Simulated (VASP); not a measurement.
Bi: single point with PBEsol

The system is Bi.

```
Bi
1.0
    -1.98143    1.98143    1.98143
     1.98143   -1.98143    1.98143
     1.98143    1.98143   -1.98143
Bi
1
Direct
  0.00000 0.00000 0.00000
```

```json
{"Program": "VASP 6.6.1", "Task": "single point", "Functional": "PBEsol", "Potentials or basis": "VASP PAW PBE potentials, release 64 (Bi_d)", "Cutoff": "520 eV", "k mesh": "8 × 8 × 8", "Occupations": "fermi-dirac, width 0.05 eV", "Spin": "no spin polarisation", "Dipole correction": "no", "Further INCAR settings": "ALGO = Normal; EDIFF = 1e-06; NBANDS = 14"}
```

```yaml
Pressure: -2.3 GPa
```

Levels at points of the mesh, in eV from the Fermi level:
```tsv
k point	band 5	band 6	band 7	band 8	band 9	band 10	band 11	band 12
(0.00, 0.00, 0.00)	-22.87	-13.58	5.07	5.07	5.07	9.05	10.43	10.43
(0.50, 0.00, 0.00)	-22.79	-10.53	-5.13	1.53	3.40	5.91	7.52	12.34
(0.50, 0.50, 0.50)	-22.81	-8.43	-1.85	-1.85	-1.85	3.47	3.47	15.34
```

Run time: 7.4 s on 1 thread of Intel(R) Xeon(R) Platinum 8488C (Sapphire Rapids) (shared host), peak memory 0.16 GiB.

Caveat: the PAW data sets were made with another functional, which shifts forces and pressure a little; spin-orbit coupling is left out, which moves the levels of the heavy elements.
